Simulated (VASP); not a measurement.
# Zr3Ti2N5 (R-3m) in VASP: further runs

Runs on Zr3Ti2N5. Level: PBE. Tasks: single point.

Program: VASP 6.6.1. These are calculated values, not measurements. Logs are shortened: lines on timing, memory, paths and dates and some standing lists are left out, and cuts for length are marked.

## (1) The cell of the first run

It takes space group R-3m (No. 166, trigonal). Conventional cell: a = 3.159 Å, b = 3.159 Å, c = 38.603 Å, α = 90.00°, β = 90.00°, γ = 120.00°. Within 3.0 Å of Zr (site symmetry 3m) lie 6 N at 2.27 Å. Within 3.0 Å of Zr (site symmetry -3m) lie 6 N at 2.28 Å. Within 3.0 Å of Ti (site symmetry 3m) lie 6 N at 2.17 to 2.18 Å and 3 Ti at 2.98 Å. N (site symmetry 3m) has 3 Ti at 2.18 Å and 3 Zr at 2.27 Å and 3 N at 2.99 Å within 3.0 Å. N (site symmetry -3m) has 6 Ti at 2.17 Å and 6 N at 2.99 Å within 3.0 Å. Within 3.0 Å of N (site symmetry 3m) lie 6 Zr at 2.27 to 2.28 Å.

## (2) Single point, PBE

INCAR reads:

```
SYSTEM = Zr3Ti2N5
ALGO     = Normal         ! electronic algorithm
EDIFF    = 1E-7           ! SCF threshold, eV
ENCUT    = 520            ! plane-wave cutoff, eV
GGA      = PE             ! functional
ISIF     = 2              ! what is computed and relaxed
ISMEAR   = 0              ! smearing method
LASPH    = .True.         ! aspherical terms in the spheres
LCHARG   = .True.         ! write CHGCAR
LELF     = .True.         ! ELF
LREAL    = .False.        ! projectors in reciprocal space
LVHAR    = .True.       
LWAVE    = .False.        ! write WAVECAR
NBANDS   = 54             ! bands
NELM     = 60             ! most SCF steps
PREC     = Accurate       ! precision mode
SIGMA    = 0.1            ! smearing width, eV
```

KPOINTS reads:

```
k-points
0
Gamma
  6 6 6
  0 0 0
```

POSCAR reads:

```
Zr3Ti2N5
1.0
    1.5796884000      0.9120335000     12.8677111000
   -1.5796884000      0.9120335000     12.8677111000
    0.0000000000     -1.8240670000     12.8677111000
Zr Ti N
3 2 5
Direct
    0.0964270000      0.0964270000      0.0964270000
    0.9035730000      0.9035730000      0.9035730000
    0.5000000000      0.5000000000      0.5000000000
    0.6971350000      0.6971350000      0.6971350000
    0.3028650000      0.3028650000      0.3028650000
    0.3947720000      0.3947720000      0.3947720000
    0.0000000000      0.0000000000      0.0000000000
    0.6052280000      0.6052280000      0.6052280000
    0.2019920000      0.2019920000      0.2019920000
    0.7980080000      0.7980080000      0.7980080000
```

Potentials or basis: VASP PAW PBE potentials, release 64 (Zr_sv, Ti_sv, N).

Run with:

```
cat potpaw_PBE.64/Zr_sv/POTCAR potpaw_PBE.64/Ti_sv/POTCAR potpaw_PBE.64/N/POTCAR > POTCAR
mpirun -np 1 vasp_std > vasp.out
```

OUTCAR:

```text
SYSTEM = Zr3Ti2N5
   EDIFF = 1E-7
   ENCUT = 520
   GGA = PE
   ISIF = 2
   ISMEAR = 0
   LASPH = .True.
   LREAL = .False.
   NELM = 60
   PREC = Accurate

 ion  position               nearest neighbor table
   1  0.096  0.096  0.096-  10 2.27  10 2.27  10 2.27   6 2.27   6 2.27   6 2.27   4 3.13   4 3.13
                             4 3.13   3 3.27   3 3.27   3 3.27
   2  0.904  0.904  0.904-   9 2.27   9 2.27   9 2.27   8 2.27   8 2.27   8 2.27   5 3.13   5 3.13
                             5 3.13   3 3.27   3 3.27   3 3.27
   3  0.500  0.500  0.500-   9 2.28  10 2.28   9 2.28   9 2.28  10 2.28  10 2.28   2 3.27   1 3.27
                             2 3.27   1 3.27   2 3.27   1 3.27
   4  0.697  0.697  0.697-   7 2.17   7 2.17   7 2.17   6 2.18   6 2.18   6 2.18   1 3.13   1 3.13
                             1 3.13
   5  0.303  0.303  0.303-   7 2.17   7 2.17   7 2.17   8 2.18   8 2.18   8 2.18   2 3.13   2 3.13
                             2 3.13
   6  0.395  0.395  0.395-   4 2.18   4 2.18   4 2.18   1 2.27   1 2.27   1 2.27
   7  0.000  0.000  0.000-   4 2.17   5 2.17   4 2.17   4 2.17   5 2.17   5 2.17
   8  0.605  0.605  0.605-   5 2.18   5 2.18   5 2.18   2 2.27   2 2.27   2 2.27
   9  0.202  0.202  0.202-   2 2.27   2 2.27   2 2.27   3 2.28   3 2.28   3 2.28
  10  0.798  0.798  0.798-   1 2.27   1 2.27   1 2.27   3 2.28   3 2.28   3 2.28

  LATTYP: Found a trigonal (rhomboedric) cell.
 ALAT       =    12.9963537001
 COS(alpha) =     0.9704518831

  Lattice vectors:

 A1 = (   1.5796884000,   0.9120335000,  12.8677111000)
 A2 = (  -1.5796884000,   0.9120335000,  12.8677111000)
 A3 = (   0.0000000000,  -1.8240670000,  12.8677111000)

Analysis of symmetry for initial positions (statically):
=====================================================================
 Subroutine PRICEL returns:
 Original cell was already a primitive cell.

 Routine SETGRP: Setting up the symmetry group for a
 trigonal (rhombohedral) supercell.

 Subroutine GETGRP returns: Found 12 space group operations
 (whereof 12 operations were pure point group operations)
 out of a pool of 12 trial point group operations.

The static configuration has the point symmetry D_3d.

Analysis of symmetry for dynamics (positions and initial velocities):
=====================================================================
 Subroutine PRICEL returns:
 Original cell was already a primitive cell.

 Routine SETGRP: Setting up the symmetry group for a
 trigonal (rhombohedral) supercell.

 Subroutine GETGRP returns: Found 12 space group operations
 (whereof 12 operations were pure point group operations)
 out of a pool of 12 trial point group operations.

The dynamic configuration has the point symmetry D_3d.

 Subroutine INISYM returns: Found 12 space group operations
 (whereof 12 operations are pure point group operations),
 and found     1 'primitive' translations

----------------------------------------------------------------------------------------

                                     Primitive cell

  volume of cell :     111.2333

  direct lattice vectors                    reciprocal lattice vectors
     1.579688400  0.912033500 12.867711100     0.316518118  0.182741825  0.025904633
    -1.579688400  0.912033500 12.867711100    -0.316518118  0.182741825  0.025904633
     0.000000000 -1.824067000 12.867711100     0.000000000 -0.365483651  0.025904633

  length of vectors
    12.996353700 12.996353700 12.996353695     0.366400524  0.366400524  0.366400531

  position of ions in fractional coordinates (direct lattice)
     0.096427000  0.096427000  0.096427000
     0.903573000  0.903573000  0.903573000
     0.500000000  0.500000000  0.500000000
     0.697135000  0.697135000  0.697135000
     0.302865000  0.302865000  0.302865000
     0.394772000  0.394772000  0.394772000
     0.000000000  0.000000000  0.000000000
     0.605228000  0.605228000  0.605228000
     0.201992000  0.201992000  0.201992000
     0.798008000  0.798008000  0.798008000

  ion indices of the primitive-cell ions
   primitive index   ion index
                 1           1
                 2           2
                 3           3
                 4           4
                 5           5
                 6           6
                 7           7
                 8           8
                 9           9
                10          10

----------------------------------------------------------------------------------------

 KPOINTS: k-points

Automatic generation of k-mesh.
 Grid dimensions read from file:
 generate k-points for:    6    6    6

 Generating k-lattice:

  Cartesian coordinates                     Fractional coordinates (reciprocal lattice)
     0.052753020  0.030456971  0.004317439     0.166666667  0.000000000  0.000000000
    -0.052753020  0.030456971  0.004317439     0.000000000  0.166666667  0.000000000
     0.000000000 -0.060913942  0.004317439     0.000000000  0.000000000  0.166666667

  Length of vectors
     0.061066754  0.061066754  0.061066755

  Shift w.r.t. Gamma in fractional coordinates (k-lattice)
     0.000000000  0.000000000  0.000000000

 Subroutine IBZKPT returns following result:
 ===========================================

 Found     32 irreducible k-points:

 Following reciprocal coordinates:
            Coordinates               Weight
  0.000000  0.000000  0.000000      1.000000
  0.166667 -0.000000  0.000000      6.000000
  0.333333 -0.000000 -0.000000      6.000000
  0.500000 -0.000000 -0.000000      3.000000
  0.166667  0.166667  0.000000      6.000000
  0.333333  0.166667 -0.000000     12.000000
[... 16 lines left out ...]
  0.500000  0.500000  0.166667      6.000000
 -0.333333  0.500000  0.166667     12.000000
 [... further k-points ...]
   k-points           NKPTS =     32   k-points in BZ     NKDIM =     32   number of bands    NBANDS=     54
   number of dos      NEDOS =    301   number of ions     NIONS =     10
   total plane-waves  NPLWV = 941192
   dimension x,y,z NGX =    98 NGY =   98 NGZ =   98
   dimension x,y,z NGXF=   196 NGYF=  196 NGZF=  196
   ions per type =               3   2   5
   NGX,Y,Z   is equivalent  to a cutoff of  12.54, 12.54, 12.54 a.u.
   NGXF,Y,Z  is equivalent  to a cutoff of  25.07, 25.07, 25.07 a.u.
 SYSTEM =  Zr3Ti2N5
   PREC   = accura    normal or accurate (medium, high low for compatibility)
   ISTART =      0    job   : 0-new  1-cont  2-samecut
   ICHARG =      2    charge: 1-file 2-atom 10-const
   ISPIN  =      1    spin polarized calculation?
   LNONCOLLINEAR =      F non collinear calculations
   LSORBIT =      F    spin-orbit coupling
   LASPH  =      T    aspherical Exc in radial PAW
   ENCUT  =  520.0 eV  38.22 Ry    6.18 a.u.  24.16 24.16 24.16*2*pi/ulx,y,z
   NELM   =     60;   NELMIN=  2; NELMDL= -5     # of ELM steps
   EDIFF  = 0.1E-06   stopping-criterion for ELM
   LREAL  =      F    real-space projection
   EDIFFG = 0.1E-05   stopping-criterion for IOM
   NSW    =      0    number of steps for IOM
   IBRION =     -1    ionic relax: 0-MD 1-quasi-New 2-CG
   NFREE  =      0    steps in history (QN), initial steepest desc. (CG)
   ISIF   =      2    stress and relaxation
   ISYM   =      2    0-nonsym 1-usesym 2-fastsym
   POTIM  = 0.5000    time-step for ionic-motion
   TEBEG  =    0.0;   TEEND  =   0.0 temperature during run
   PSTRESS=    0.0 pullay stress
   NELECT =      85.0000    total number of electrons
   NUPDOWN=      -1.0000    fix difference up-down
   EMIN   =  10.00;   EMAX   =-10.00  energy-range for DOS
   EFERMI =   0.00;   METHOD = LEGACY
   ISMEAR =     0;   SIGMA  =   0.10  broadening in eV -4-tet -1-fermi 0-gaus
   EFERMI_NEDOS =   21; number of points for ismear=-14 and -15
   IALGO  =     38    algorithm
   IMIX   =      4    mixing-type and parameters
     AMIX     =   0.40;   BMIX     =  1.00
     AMIX_MAG =   1.60;   BMIX_MAG =  1.00
  volume/ion in A,a.u.               =      11.12        75.06
  Fermi-wavevector in a.u.,A,eV,Ry     =   1.496705  2.828362 30.478763  2.240126
  Thomas-Fermi vector in A             =   2.608687
   LORBIT       =      0    0 simple, 1 ext, 2 COOP (PROOUT), +10 PAW based schemes
   GGA     = PE    functional components
   LHFCALC =     F    Hartree Fock is set to
   AEXX    =    0.0000 exact exchange contribution
   IVDW    =     0    specifies the selected vdW correction
   LEPSILON=     F    determine dielectric tensor
   LRPA    =     F    only Hartree local field effects (RPA)
 non-spin polarized calculation
 Gauss-broadening in eV      SIGMA  =   0.10
  energy-cutoff  :      520.00
  volume of cell :      111.23
 maximum number of plane-waves:      3020
 NGX is ok and might be reduce to    98

 number of electron      84.9999993 magnetization

 Free energy of the ion-electron system (eV)
  ---------------------------------------------------
  ext. energy  EPLUGINS =         0.00000000
  ---------------------------------------------------
  free energy    TOTEN  =       -99.98115819 eV

  energy without entropy =      -99.95765188  energy(sigma->0) =      -99.96940504

 E-fermi :  11.6961     XC(G=0): -12.6458

 val. band max:       11.6875714189   @ k =   0.1667  -0.0000   0.0000
 cond. band min:      11.7031427543   @ k =  -0.1667   0.1667   0.1667
 fundamental gap:      0.0155713354
 Fermi energy:        11.6960543865

 k-point     1 :       0.0000    0.0000    0.0000
  band No.  band energies     occupation
      1     -46.2633      2.00000
      2     -46.2134      2.00000
      3     -37.8565      2.00000
      4     -37.8239      2.00000
      5     -37.7567      2.00000
      6     -22.7132      2.00000
[... 46 lines left out ...]
     53      13.5130      0.00000
     54      13.5130      0.00000

 k-point     2 :       0.1667   -0.0000    0.0000
  band No.  band energies     occupation
      1     -46.2520      2.00000
      2     -46.2080      2.00000
      3     -37.8201      2.00000
      4     -37.7926      2.00000
      5     -37.7307      2.00000
      6     -22.6874      2.00000
[... 46 lines left out ...]
     53      13.8877      0.00000
     54      13.8910      0.00000

 k-point     3 :       0.3333   -0.0000   -0.0000
  band No.  band energies     occupation
      1     -46.2275      2.00000
      2     -46.1989      2.00000
      3     -37.7439      2.00000
      4     -37.7292      2.00000
      5     -37.6805      2.00000
      6     -22.6674      2.00000
[... 46 lines left out ...]
     53      14.6674      0.00000
     54      14.9304      0.00000
[... 1084 lines left out ...]
 k-point    23 :       0.5000    0.5000    0.1667
  band No.  band energies     occupation
      1     -46.2275      2.00000
      2     -46.1989      2.00000
      3     -37.7439      2.00000
      4     -37.7292      2.00000
      5     -37.6805      2.00000
      6     -22.6674      2.00000
[... 46 lines left out ...]
     53      14.6175      0.00000
     54      14.7809      0.00000

 k-point    24 :      -0.3333    0.5000    0.1667
  band No.  band energies     occupation
      1     -46.2130      2.00000
      2     -46.1966      2.00000
      3     -37.7030      2.00000
      4     -37.6972      2.00000
      5     -37.6575      2.00000
      6     -22.6804      2.00000
[... 46 lines left out ...]
     53      14.7711      0.00000
     54      15.2368      0.00000

 [... further k-points ...]

------------------------ aborting loop because EDIFF is reached ----------------------------------------

  FORCE on cell =-STRESS in cart. coord.  units (eV):
  Direction    XX          YY          ZZ          XY          YZ          ZX
  --------------------------------------------------------------------------------------
  -------------------------------------------------------------------------------------
  Total        0.0860679      0.0860679      0.3659725      0.0000000     -0.0000000      0.0000000
  in kB        1.2397009      1.2397008      5.2713792      0.0000000     -0.0000000      0.0000000
  external PRESSURE =       2.5835937 kB  Pullay stress =       0.0000000 kB

 VOLUME and BASIS-vectors are now :
 -----------------------------------------------------------------------------
  energy-cutoff  :      520.00
  volume of cell :      111.23
      direct lattice vectors                 reciprocal lattice vectors
     1.579688400  0.912033500 12.867711100     0.316518118  0.182741825  0.025904633
    -1.579688400  0.912033500 12.867711100    -0.316518118  0.182741825  0.025904633
     0.000000000 -1.824067000 12.867711100     0.000000000 -0.365483651  0.025904633

 POSITION                                       TOTAL-FORCE (eV/Angst)
 -----------------------------------------------------------------------------------
      0.00000      0.00000      3.72238         0.000000      0.000000      0.063752
      0.00000      0.00000     34.88075         0.000000     -0.000000     -0.063752
      0.00000      0.00000     19.30157        -0.000000      0.000000     -0.000000
      0.00000      0.00000     26.91160         0.000000      0.000000     -0.049275
      0.00000      0.00000     11.69154         0.000000     -0.000000      0.049275
      0.00000      0.00000     15.23944         0.000000      0.000000      0.038376
      0.00000      0.00000      0.00000         0.000000      0.000000     -0.000000
      0.00000      0.00000     23.36370         0.000000     -0.000000     -0.038376
      0.00000      0.00000      7.79752         0.000000     -0.000000      0.026526
      0.00000      0.00000     30.80561         0.000000      0.000000     -0.026526
 -----------------------------------------------------------------------------------
    total drift:                               -0.000000      0.000000      0.000000

  FREE ENERGIE OF THE ION-ELECTRON SYSTEM (eV)
  ---------------------------------------------------
  free  energy   TOTEN  =       -99.9811581948 eV

  energy  without entropy=      -99.9576518792  energy(sigma->0) =      -99.96940504
```

Run time: 63 min. Hardware: 1 thread of AMD EPYC 9R45 (Zen 5), shared host; peak memory 1.7 GiB.

What came out:

- Free energy: -99.9812 eV
- Pressure: 0.3 GPa
- Largest force: 0.064 eV/Å
- Band gap on the k mesh: zero (an odd number of electrons rules out a gap without spin polarisation)

Forces in eV/Å, atoms in the order of the input:
```
Zr   0.000  0.000  0.064
Zr   0.000  0.000 -0.064
Zr   0.000  0.000  0.000
Ti   0.000  0.000 -0.049
Ti   0.000  0.000  0.049
N    0.000  0.000  0.038
N    0.000  0.000  0.000
N    0.000  0.000 -0.038
N    0.000  0.000  0.027
N    0.000  0.000 -0.027
```

Levels at points of the mesh, in eV from the Fermi level:
```csv
k point,band 39,band 40,band 41,band 42,band 43,band 44,band 45,band 46,band 47,band 48
"(0.00, 0.00, 0.00)",-2.42,-2.32,-0.62,-0.62,-0.56,0.21,0.32,0.32,0.33,0.43
"(0.50, 0.00, 0.00)",-3.63,-3.42,-2.31,-2.26,0.21,0.22,1.29,1.51,1.68,1.86
"(0.50, 0.50, 0.00)",-3.32,-3.21,-3.15,-1.15,-1.10,1.27,1.29,1.63,1.67,1.80
"(0.50, 0.50, 0.50)",-2.90,-2.90,-0.54,-0.54,-0.29,-0.13,0.02,0.02,0.86,1.00
```

Caveat: the k points lie up to 0.38 Å⁻¹ apart, too coarse for converged energies and pressures of a metal.

## (3) Single point, PBE

This run uses another cell than the first one, of the same volume but with other edges.

INCAR reads:

```
SYSTEM = Zr3Ti2N5
PREC = Accurate
ENCUT = 520
EDIFF = 1E-6
ISMEAR = 0
SIGMA = 0.2
LREAL = .FALSE.
LASPH = .TRUE.
NELM = 60
ALGO = Normal
ISIF = 2
LWAVE = .FALSE.
LCHARG = .FALSE.
GGA = PE
NBANDS = 54
```

KPOINTS reads:

```
regular mesh
0
G
  8 8 8
  0 0 0
```

POSCAR reads:

```
Zr3Ti2N5
1.0
   -1.5796883801      2.7361005345      0.0000000000
   -3.1593767602      0.0000000000      0.0000000000
   -1.5796883801      0.9120335115     12.8677111000
Zr Ti N
3 2 5
Direct
    0.9035730000      0.9035730000      0.2892810000
    0.0964270000      0.0964270000      0.7107190000
    0.5000000000      0.5000000000      0.5000000000
    0.3028650000      0.3028650000      0.0914050000
    0.6971350000      0.6971350000      0.9085950000
    0.6052280000      0.6052280000      0.1843160000
    0.0000000000      0.0000000000      0.0000000000
    0.3947720000      0.3947720000      0.8156840000
    0.7980080000      0.7980080000      0.6059760000
    0.2019920000      0.2019920000      0.3940240000
```

Potentials or basis: VASP PAW PBE potentials, release 64 (Zr_sv, Ti_sv, N).

Run with:

```
cat potpaw_PBE.64/Zr_sv/POTCAR potpaw_PBE.64/Ti_sv/POTCAR potpaw_PBE.64/N/POTCAR > POTCAR
mpirun -np 1 vasp_std > vasp.out
```

It took 5.7 min on 1 thread of AMD EPYC 9R45 (Zen 5), shared host; peak memory 0.41 GiB.

The run converged. Its results:

```yaml
Free_energy: -99.9548 eV
Pressure: 0.4 GPa
Largest_force: 0.037 eV/Å
Band_gap_on_the_k_mesh: zero (an odd number of electrons rules out a gap without spin polarisation)
```

Forces on the atoms (eV/Å):
```
Zr   0.000  0.000 -0.037
Zr   0.000  0.000  0.037
Zr   0.000  0.000  0.000
Ti   0.000  0.000  0.007
Ti   0.000  0.000 -0.007
N    0.000  0.000  0.002
N    0.000  0.000  0.000
N    0.000  0.000 -0.002
N    0.000  0.000 -0.018
N    0.000  0.000  0.018
```

Stress tensor (GPa, compression positive):
```
0.58 0.00 0.00
0.00 0.58 0.00
0.00 0.00 0.06
```

Levels at points of the mesh, in eV from the Fermi level:
```csv
k point,band 40,band 41,band 42,band 43,band 44,band 45,band 46,band 47
"(0.00, 0.00, 0.00)",-2.26,-0.54,-0.54,-0.50,0.28,0.38,0.38,0.40
"(0.50, 0.00, 0.00)",-3.37,-2.25,-2.19,0.28,0.29,1.37,1.59,1.76
"(0.50, 0.50, 0.00)",-3.15,-3.08,-1.08,-1.04,1.36,1.37,1.69,1.74
"(0.00, 0.00, 0.50)",-2.83,-0.45,-0.45,-0.24,-0.05,0.07,0.07,0.94
```
